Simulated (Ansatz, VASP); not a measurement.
## Ir: VASP beside Ansatz

```xyz
1
Lattice="0.0000 1.9222 1.9222 1.9222 0.0000 1.9222 1.9222 1.9222 0.0000" Properties=species:S:1:pos:R:3 pbc="T T T"
Ir    0.0000    0.0000    0.0000
```

Alike in both runs: functional r2SCAN; k mesh 18 × 18 × 18; occupations gaussian, width 0.1 eV; no spin polarisation.

Ansatz relaxed the structure, and its values are those at the end. VASP's run is a single point on that final structure, the one shown.

|  | VASP | Ansatz |
| --- | --- | --- |
| version | VASP 6.6.1 | Ansatz 0.2.0 |
| potentials or method | VASP PAW PBE potentials, release 64 (Ir_sv_GW), cutoff 550 eV | scalar-relativistic, plane waves, PAW |
| valence electrons in the cell | 17 | 17 |

|  | VASP | Ansatz | Ansatz less VASP |
| --- | --- | --- | --- |
| gap on the k mesh at the Fermi level (eV) | none | none | - |
| pressure (GPa) | -2.2 | -0.1 | +2.15 |

VASP's potentials were made for PBE, not for r2SCAN. A gap of «none» marks a metal or a gap that the smearing closes.

Neither program's run includes spin-orbit coupling.
